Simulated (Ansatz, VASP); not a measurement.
**Se: VASP beside Ansatz**

```xyz
6
Lattice="5.5240 3.1893 1.8727 -5.5240 3.1893 1.8727 0.0000 -6.3785 1.8727" Properties=species:S:1:pos:R:3 pbc="T T T"
Se    0.7041    4.3602    3.2035
Se    3.4241   -2.7899    3.2035
Se   -4.1281   -1.5704    3.2035
Se   -0.7041   -4.3602    2.4147
Se   -3.4241    2.7899    2.4147
Se    4.1281    1.5704    2.4147
```

Alike in both runs: functional PBE; k mesh 6 × 6 × 6; occupations gaussian, width 0.02 eV; no spin polarisation.

Ansatz relaxed the structure, and its values are those at the end. VASP's run is a single point on that final structure, the one shown.

|  | VASP | Ansatz |
| --- | --- | --- |
| version | VASP 6.6.1 | Ansatz 0.2.0 |
| potentials or method | VASP PAW PBE potentials, release 64 (Se), cutoff 520 eV | scalar-relativistic, plane waves, PAW |
| valence electrons in the cell | 36 | 96 |

Ansatz gave:

- gap on the k mesh at the Fermi level (eV): 1.58
- least direct gap on the mesh (eV): 1.65
- pressure (GPa): 0.0
- rms of the force components (eV/Å): 0.003

What did VASP give for the same quantities?

gap on the k mesh at the Fermi level (eV): 1.57; least direct gap on the mesh (eV): 1.65; pressure (GPa): 0.1; rms of the force components (eV/Å): 0.019.

The functional is the same, so the differences come from potentials, cutoffs and numerics. VASP's potentials hold 36 valence electrons a cell and Ansatz's 96, so a difference there can come from the potentials and not from the codes.
